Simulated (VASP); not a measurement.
Write the native input for VASP 6.6.1 that does the following.

| Property | Result |
| --- | --- |
| Task | single point |
| Functional | PBE |
| Potentials or basis | VASP PAW PBE potentials, release 64 (B, As) |
| Cutoff | 500 eV |
| k mesh | 16 × 16 × 16 |
| Occupations | gaussian, width 0.02 eV |
| Spin | no spin polarisation |
| Dipole correction | no |
| Further INCAR settings | ALGO = Normal; EDIFF = 1e-06; NBANDS = 11 |

The structure of BAs (series) lies in POSCAR:

```
BAs
1.0
    0.0000000000      2.3885000000      2.3885000000
    2.3885000000      0.0000000000      2.3885000000
    2.3885000000      2.3885000000      0.0000000000
B As
1 1
Direct
    0.0000000000      0.0000000000      0.0000000000
    0.2500000000      0.2500000000      0.2500000000
```

The input as run:

INCAR

```
ALGO = Normal
EDIFF = 1E-6
ENCUT = 500
GGA = PE
GGA_COMPAT = False
ISIF = 2
ISMEAR = 0
LASPH = True
LCHARG = True
LELF = True
LREAL = False
LVHAR = True
LWAVE = False
NBANDS = 11
NELM = 120
PREC = Accurate
SIGMA = 0.02
```

KPOINTS

```
k-points
0
Gamma
  16 16 16
```

Potentials or basis: VASP PAW PBE potentials, release 64 (B, As).

The run is started by

```console
$ cat potpaw_PBE.64/B/POTCAR potpaw_PBE.64/As/POTCAR > POTCAR
$ mpirun -np 1 vasp_std > vasp.out
```

It gave:

The pressure is 3.4 GPa and the band gap on the k mesh is 1.19 eV, indirect (least direct gap 3.28 eV).

It took 36 s on 1 thread of Intel(R) Xeon(R) Platinum 8488C (Sapphire Rapids), on a shared host, peak memory 0.18 GiB.
